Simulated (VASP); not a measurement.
Crystal: Si.

```xyz
2
Lattice="-1.2921 1.2921 4.5593 1.2921 -1.2921 4.5593 1.2921 1.2921 -4.5593" Properties=species:S:1:pos:R:3 pbc="T T T"
Si    1.2921    0.0000    2.2796
Si    0.0000    0.0000    4.5593
```

The cell was generated, and may not be a known phase.

```yaml
Program: VASP 6.6.1
Task: relaxation of cell and atoms
Functional: PBE
Potentials_or_basis: VASP PAW PBE potentials, release 64 (Si)
Cutoff: 600 eV
k_mesh: 30 × 30 × 30
Occupations: gaussian, width 0.1 eV
Spin: no spin polarisation
```

At the start: pressure -0.3 GPa; volume 15.22 Å³/atom.

Problem. Where does the relaxation end?

Solution. Over 6 steps the energy falls by 17.4 meV/atom and the volume is 15.21 Å³/atom (-0.1 %); space group I4_1/amd (No. 141, to 0.1 Å) before and after.

The path:
```
step  energy change (eV)  largest force (eV/Å)  pressure (GPa)  volume (Å³)
   1              0.0000                0.0000           -0.27        30.45
   2             -0.0197                0.0000            0.06        30.33
   3             -0.0337                0.0000            0.96        30.10
   4             -0.0337                0.0000            1.02        30.09
   5             -0.0342                0.0000           -0.62        30.63
   6             -0.0347                0.0000            0.00        30.41
```

Final structure:
```
Si
1.0
    -1.25675    1.25675    4.81357
     1.25675   -1.25675    4.81357
     1.25675    1.25675   -4.81357
Si
2
Direct
  0.25000 0.75000 0.50000
  0.50000 0.50000 0.00000
```
